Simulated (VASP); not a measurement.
# Ca2HO2 in VASP: relaxation of the atoms with PBE

Aim: the relaxation of the atoms of Ca2HO2 with PBE.

Everything below comes from runs of VASP 6.6.1. Logs are shortened: lines on timing, memory, paths and dates and some standing lists are left out, and cuts for length are marked.

**1. The cell of the first run**

The cell holds a slab with vacuum, 5 atoms: a = 3.416 Å, b = 3.416 Å, c = 19.792 Å, α = 90.00°, β = 90.00°, γ = 120.00°.

**2. Relaxation of the atoms, PBE, collinear spin**

INCAR

```
SYSTEM = Ca2HO2
PREC = Accurate ; ENCUT = 520
EDIFF = 1E-7 ; ISMEAR = 0
SIGMA = 0.05 ; LREAL = .FALSE.
LASPH = .TRUE. ; NELM = 200
ALGO = Normal ; ISIF = 2
LWAVE = .FALSE. ; LCHARG = .FALSE.
ISPIN = 2 ; MAGMOM = 0 0 0 0 1
LORBIT = 11 ; LDIPOL = .TRUE.
IDIPOL = 3 ; DIPOL = 0.5 0.5 0.343
GGA = PE ; IBRION = 2
NSW = 36 ; EDIFFG = -0.025
GGA_COMPAT = .FALSE. ; NELMIN = 4
NELMDL = -8 ; KPAR = 4
```

KPOINTS

```
regular mesh
0
G
  9 9 1
  0 0 0
```

POSCAR

```
Ca2HO2
1.0
    3.4159757625      0.0000000000      0.0000000000
   -1.7079878813      2.9583217891      0.0000000000
    0.0000000000      0.0000000000     19.7917418578
O Ca H
2 2 1
Selective dynamics
Direct
    0.3333333333      0.6666666667      0.2021044953  F F F
    0.0000000000      0.0000000000      0.3683882791  F F F
    0.6666666667      0.3333333333      0.2725665231  F F F
    0.3333333333      0.6666666667      0.4189495759  F F F
    0.6666666667      1.3333333333      0.4516968123  F F T
```

Potentials or basis: VASP PAW PBE potentials, release 64 (O, Ca_sv, H).

Launch:

```sh
cat potpaw_PBE.64/O/POTCAR potpaw_PBE.64/Ca_sv/POTCAR potpaw_PBE.64/H/POTCAR > POTCAR
mpirun -np 4 vasp_std > vasp.out
```

OUTCAR:

```text
SYSTEM = Ca2HO2
   PREC = Accurate
   ENCUT = 520
   EDIFF = 1E-7
   ISMEAR = 0
   LREAL = .FALSE.
   LASPH = .TRUE.
   NELM = 200
   ISIF = 2
   ISPIN = 2
   LORBIT = 11
   GGA = PE
   IBRION = 2
   NSW = 36
   EDIFFG = -0.025
   NELMIN = 4
   NELMDL = -8

 ion  position               nearest neighbor table
   1  0.333  0.667  0.202-   3 2.42   3 2.42   3 2.42
   2  0.000  0.000  0.368-   4 2.21   4 2.21   4 2.21
   3  0.667  0.333  0.273-   1 2.42   1 2.42   1 2.42
   4  0.333  0.667  0.419-   2 2.21   2 2.21   2 2.21
   5  0.667  0.333  0.452-

  LATTYP: Found a hexagonal cell.
 ALAT       =     3.4159757625
 C/A-ratio  =     5.7938765477

  Lattice vectors:

 A1 = (   3.4159757625,   0.0000000000,   0.0000000000)
 A2 = (  -1.7079878813,   2.9583217891,   0.0000000000)
 A3 = (   0.0000000000,   0.0000000000,  19.7917418578)

Analysis of symmetry for initial positions (statically):
=====================================================================
 Subroutine PRICEL returns:
 Original cell was already a primitive cell.

 Routine SETGRP: Setting up the symmetry group for a
 hexagonal supercell.

 Subroutine GETGRP returns: Found  6 space group operations
 (whereof  6 operations were pure point group operations)
 out of a pool of 24 trial point group operations.

The static configuration has the point symmetry C_3v.

Analysis of symmetry for dynamics (positions and initial velocities):
=====================================================================
 Subroutine PRICEL returns:
 Original cell was already a primitive cell.

 Routine SETGRP: Setting up the symmetry group for a
 hexagonal supercell.

 Subroutine GETGRP returns: Found  6 space group operations
 (whereof  6 operations were pure point group operations)
 out of a pool of 24 trial point group operations.

The dynamic configuration has the point symmetry C_3v.

Analysis of constrained symmetry for selective dynamics:
=====================================================================
 Subroutine PRICEL returns:
 Original cell was already a primitive cell.

 Routine SETGRP: Setting up the symmetry group for a
 hexagonal supercell.

 Subroutine GETGRP returns: Found  6 space group operations
 (whereof  6 operations were pure point group operations)
 out of a pool of 24 trial point group operations.

The constrained configuration has the point symmetry C_3v.

Analysis of structural, dynamic, and magnetic symmetry:
=====================================================================
 Subroutine PRICEL returns:
 Original cell was already a primitive cell.

 Routine SETGRP: Setting up the symmetry group for a
 hexagonal supercell.

 Subroutine GETGRP returns: Found  6 space group operations
 (whereof  6 operations were pure point group operations)
 out of a pool of 24 trial point group operations.

The overall configuration has the point symmetry C_3v.

 Subroutine INISYM returns: Found  6 space group operations
 (whereof  6 operations are pure point group operations),
 and found     1 'primitive' translations

----------------------------------------------------------------------------------------

                                     Primitive cell

  volume of cell :     200.0065
[... 68 lines left out ...]
   dimension x,y,z NGXF=    56 NGYF=   56 NGZF=  300
   ions per type =               2   2   1
   NGX,Y,Z   is equivalent  to a cutoff of  13.63, 13.63, 12.60 a.u.
   NGXF,Y,Z  is equivalent  to a cutoff of  27.25, 27.25, 25.20 a.u.
 SYSTEM =  Ca2HO2
   PREC   = accura    normal or accurate (medium, high low for compatibility)
   ISTART =      0    job   : 0-new  1-cont  2-samecut
   ICHARG =      2    charge: 1-file 2-atom 10-const
   ISPIN  =      2    spin polarized calculation?
   LNONCOLLINEAR =      F non collinear calculations
   LSORBIT =      F    spin-orbit coupling
   LASPH  =      T    aspherical Exc in radial PAW
   ENCUT  =  520.0 eV  38.22 Ry    6.18 a.u.   6.35  6.35 36.80*2*pi/ulx,y,z
   NELM   =    200;   NELMIN=  4; NELMDL= -8     # of ELM steps
   EDIFF  = 0.1E-06   stopping-criterion for ELM
   LREAL  =      F    real-space projection
   EDIFFG = -.3E-01   stopping-criterion for IOM
   NSW    =     36    number of steps for IOM
   IBRION =      2    ionic relax: 0-MD 1-quasi-New 2-CG
   NFREE  =      1    steps in history (QN), initial steepest desc. (CG)
   ISIF   =      2    stress and relaxation
   ISYM   =      2    0-nonsym 1-usesym 2-fastsym
   POTIM  = 0.5000    time-step for ionic-motion
   TEBEG  =    0.0;   TEEND  =   0.0 temperature during run
   PSTRESS=    0.0 pullay stress
   NELECT =      33.0000    total number of electrons
   NUPDOWN=      -1.0000    fix difference up-down
   EMIN   =  10.00;   EMAX   =-10.00  energy-range for DOS
   EFERMI =   0.00;   METHOD = LEGACY
   ISMEAR =     0;   SIGMA  =   0.05  broadening in eV -4-tet -1-fermi 0-gaus
   EFERMI_NEDOS =   21; number of points for ismear=-14 and -15
   IALGO  =     38    algorithm
   IMIX   =      4    mixing-type and parameters
     AMIX     =   0.40;   BMIX     =  1.00
     AMIX_MAG =   1.60;   BMIX_MAG =  1.00
  volume/ion in A,a.u.               =      40.00       269.94
  Fermi-wavevector in a.u.,A,eV,Ry     =   0.897907  1.696798 10.969523  0.806237
  Thomas-Fermi vector in A             =   2.020550
   LORBIT       =     11    0 simple, 1 ext, 2 COOP (PROOUT), +10 PAW based schemes
   GGA     = PE    functional components
   LHFCALC =     F    Hartree Fock is set to
   AEXX    =    0.0000 exact exchange contribution
   IVDW    =     0    specifies the selected vdW correction
   LEPSILON=     F    determine dielectric tensor
   LRPA    =     F    only Hartree local field effects (RPA)
 conjugate gradient relaxation of ions
 spin polarized calculation
 Gauss-broadening in eV      SIGMA  =   0.05
  energy-cutoff  :      520.00
  volume of cell :      200.01
 maximum number of plane-waves:      5419
 NGX is ok and might be reduce to    28
   NGX = 13   NGY = 13   NGZ = 73

 dipolmoment           0.000000      0.000000      0.029463 electrons x Angstroem

--------------------------------------- Ionic step        1  -------------------------------------------

 number of electron      33.0000000 magnetization       0.2053466

 Free energy of the ion-electron system (eV)
  ---------------------------------------------------
  ext. energy  EPLUGINS =         0.00000000
  ---------------------------------------------------
  free energy    TOTEN  =       -23.60313909 eV

  energy without entropy =      -23.58984905  energy(sigma->0) =      -23.59649407

------------------------ aborting loop EDIFF was not reached (unconverged)  ----------------------------

  FORCE on cell =-STRESS in cart. coord.  units (eV):
  Direction    XX          YY          ZZ          XY          YZ          ZX
  --------------------------------------------------------------------------------------
  -------------------------------------------------------------------------------------
  Total        4.0842831      4.0842831     -2.6543460     -0.0000000      0.0000000     -0.0000000
  in kB       32.7176584     32.7176584    -21.2629689     -0.0000000      0.0000000     -0.0000000
  external PRESSURE =      14.7241159 kB  Pullay stress =       0.0000000 kB
[... 98 lines left out ...]
  FREE ENERGIE OF THE ION-ELECTRON SYSTEM (eV)
  ---------------------------------------------------
  free  energy   TOTEN  =       -23.7886642405 eV

  energy  without entropy=      -23.7726177732  energy(sigma->0) =      -23.78064101

[... ionic steps 4 to 15 ...]

--------------------------------------- Ionic step       16  -------------------------------------------

 number of electron      33.0000000 magnetization       1.0000000

------------------------ aborting loop because EDIFF is reached ----------------------------------------
[... 73 lines left out ...]
--------------------------------------- Ionic step       18  -------------------------------------------

 number of electron      33.0000000 magnetization       1.0000000

 dipolmoment           0.000000      0.000000     -0.124476 electrons x Angstroem

 Free energy of the ion-electron system (eV)
  ---------------------------------------------------
  ext. energy  EPLUGINS =         0.00000000
  ---------------------------------------------------
  free energy    TOTEN  =       -24.10161403 eV

  energy without entropy =      -24.09411830  energy(sigma->0) =      -24.09786616

 E-fermi :  -4.5712     XC(G=0):  -3.9826

 val. band max:       -4.6088381812   @ k =   0.4444   0.1111   0.0000
 cond. band min:      -4.5673744181   @ k =   0.2222   0.2222   0.0000
 fundamental gap:      0.0414637631
 Fermi energy:        -4.5712270581

 spin component 1

 k-point     1 :       0.0000    0.0000    0.0000
  band No.  band energies     occupation
      1     -43.6448      1.00000
      2     -42.3230      1.00000
      3     -24.7875      1.00000
      4     -24.5049      1.00000
      5     -24.5049      1.00000
      6     -23.7539      1.00000
[... 277 lines left out ...]
     20       1.0977      0.00000
     21       1.5032      0.00000
 Fermi energy:        -4.5712270581

 spin component 2

 k-point     1 :       0.0000    0.0000    0.0000
  band No.  band energies     occupation
      1     -43.6474      1.00000
      2     -42.3105      1.00000
      3     -24.7564      1.00000
      4     -24.5076      1.00000
      5     -24.5076      1.00000
      6     -23.7380      1.00000
[... 277 lines left out ...]
     20       1.1538      0.00000
     21       1.5466      0.00000

------------------------ aborting loop because EDIFF is reached ----------------------------------------

 vacuum level on the upper side and lower side of the slab       (xc-potential included)        -1.086         1.084

  FORCE on cell =-STRESS in cart. coord.  units (eV):
  Direction    XX          YY          ZZ          XY          YZ          ZX
  --------------------------------------------------------------------------------------
  -------------------------------------------------------------------------------------
  Total        2.1961537      2.1961537     -3.3597584     -0.0000000      0.0000000     -0.0000000
  in kB       17.5925622     17.5925622    -26.9137625     -0.0000000      0.0000000     -0.0000000
  external PRESSURE =       2.7571206 kB  Pullay stress =       0.0000000 kB
[... 20 lines left out ...]
  FREE ENERGIE OF THE ION-ELECTRON SYSTEM (eV)
  ---------------------------------------------------
  free  energy   TOTEN  =       -24.1016140252 eV

  energy  without entropy=      -24.0941182977  energy(sigma->0) =      -24.09786616

 reached required accuracy - stopping structural energy minimisation

 vacuum level on the upper side and lower side of the slab         2.113         4.342

 total charge

# of ion       s       p       d       tot
------------------------------------------
    1        1.591   3.198   0.000   4.789
    2        1.559   3.440   0.000   4.999
    3        2.038   5.854   0.250   8.141
    4        2.051   5.886   0.332   8.270
    5        0.510   0.001   0.000   0.511
--------------------------------------------------
tot          7.749  18.379   0.582  26.711

 magnetization (x)

# of ion       s       p       d       tot
------------------------------------------
    1        0.007   0.605   0.000   0.612
    2        0.000   0.026   0.000   0.026
    3       -0.004   0.002   0.000  -0.002
    4       -0.001   0.007   0.008   0.013
    5        0.080   0.000   0.000   0.081
--------------------------------------------------
tot          0.082   0.640   0.008   0.730
```

It took 60 min on 4 MPI ranks of Intel Xeon Platinum 8488C (Sapphire Rapids), shared host; peak memory 0.52 GiB.

Results:

- Free energy: -24.1016 eV
- Energy gained by relaxing: 99.7 meV/atom
- Ionic steps: 18
- Band gap on the k mesh: zero (filled and empty bands overlap)
- Net moment: 1.00 μB per cell
- Site moments: O +0.61, +0.03; Ca -0.00, +0.01; H +0.08 μB
- Valence electrons inside the program's atomic spheres: O 4.79, 5.00; Ca 8.14, 8.27; H 0.51

Step by step:
| step | energy change (eV) | largest force on free atoms (eV/Å) | pressure (GPa) |
| --- | --- | --- | --- |
| 1 | 0.0000 | 1.0941 | 1.47 |
| 2 | -0.0555 | 0.9923 | 1.32 |
| 3 | -0.1855 | 0.6473 | 0.99 |
| 4 | -0.2858 | 0.0657 | 0.17 |
| 5 | -0.5037 | 0.2554 | -0.49 |
| 6 | -0.4971 | 0.0709 | 0.34 |
| 7 | -0.4978 | 0.0495 | 0.31 |
| 8 | -0.4979 | 0.0492 | 0.32 |
| 9 | -0.4979 | 0.0473 | 0.31 |
| 10 | -0.4979 | 0.0472 | 0.31 |
| 11 | -0.4979 | 0.0472 | 0.31 |
| 12 | -0.4979 | 0.0470 | 0.31 |
| 13 | -0.4979 | 0.0467 | 0.31 |
| 14 | -0.4980 | 0.0454 | 0.31 |
| 15 | -0.4980 | 0.0435 | 0.31 |
| 16 | -0.4981 | 0.0395 | 0.30 |
| 17 | -0.4983 | 0.0316 | 0.29 |
| 18 | -0.4985 | 0.0158 | 0.28 |

Final structure:
```
O Ca H
1.0
     3.41598    0.00000    0.00000
    -1.70799    2.95832    0.00000
     0.00000    0.00000   19.79174
O Ca H
2 2 1
Direct
  0.33333 0.66667 0.20210
  0.00000 0.00000 0.36839
  0.66667 0.33333 0.27257
  0.33333 0.66667 0.41895
  0.66667 0.33333 0.48052
```

The gap in the log of VASP goes by the Fermi energy; the results here count the filled bands.